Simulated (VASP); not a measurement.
Runs of VASP 6.6.1 on CdF2. The structure is that of space group Fm-3m (No. 225), or close to it. The cells are those of the table. 

```csv
level,potentials or basis,cell,cutoff (eV),second run,gap on the mesh (eV),pressure (GPa)
BLYP,"VASP PAW PBE potentials, release 64 (Cd, F)","a = 3.859 Å, angles 60.0°, 3 atoms",520,-,3.00,4.7
revPBE+D4,"VASP PAW PBE potentials, release 64 (Cd, F)","a = 3.872 Å, angles 60.0°, 3 atoms",520,-,3.05,0.6
PBE+D3(BJ),"VASP PAW PBE potentials, release 64 (Cd, F)","a = 3.854 Å, angles 60.0°, 3 atoms",520,-,2.95,0.4
BLYP,"VASP PAW PBE potentials, release 64 (Cd, F)","a = 3.912 Å, angles 60.0°, 3 atoms",520,-,2.84,0.5
revPBE+D4,"VASP PAW PBE potentials, release 64 (Cd, F)","a = 3.852 Å, angles 60.0°, 3 atoms",520,-,3.11,2.1
PBEsol+D3(BJ),"VASP PAW PBE potentials, release 64 (Cd, F)","a = 3.810 Å, angles 60.0°, 3 atoms",520,-,2.90,-1.2
BLYP,"VASP PAW PBE potentials, release 64 (Cd, F)","a = 3.886 Å, angles 60.0°, 3 atoms",520,-,(a),2.4
BLYP,"VASP PAW PBE potentials, release 64 (Cd, F)","a = 3.964 Å, angles 60.0°, 3 atoms",520,-,(b),-2.8
PBEsol+D3(BJ),"VASP PAW PBE potentials, release 64 (Cd_sv_GW, F)","a = 3.736 Å, angles 60.0°, 3 atoms",600,valence_matched,3.12,4.4
PBE+D3(BJ),"VASP PAW PBE potentials, release 64 (Cd, F)","a = 3.810 Å, angles 60.0°, 3 atoms",520,-,3.07,4.1
PBEsol+D3(BJ),"VASP PAW PBE potentials, release 64 (Cd, F)","a = 3.762 Å, angles 60.0°, 3 atoms",520,-,3.03,3.4
PBE+D3(BJ),"VASP PAW PBE potentials, release 64 (Cd, F)","a = 3.904 Å, angles 60.0°, 3 atoms",520,-,2.81,-3.3
```

Alike in all rows: task single point; no spin polarisation; k mesh 8 × 8 × 8; smearing gaussian 0.05 eV.

**Question.** Fill in the values left out.

**Answer.** (a) 2.92; (b) 2.70.

Caveats: the PAW data sets were made with another functional, which shifts forces and pressure a little (some runs); three body term missing (some runs).

A k mesh can miss the band edges, and the runs leave out spin-orbit coupling on Cd.

The runs don't all hold the same shells in valence.
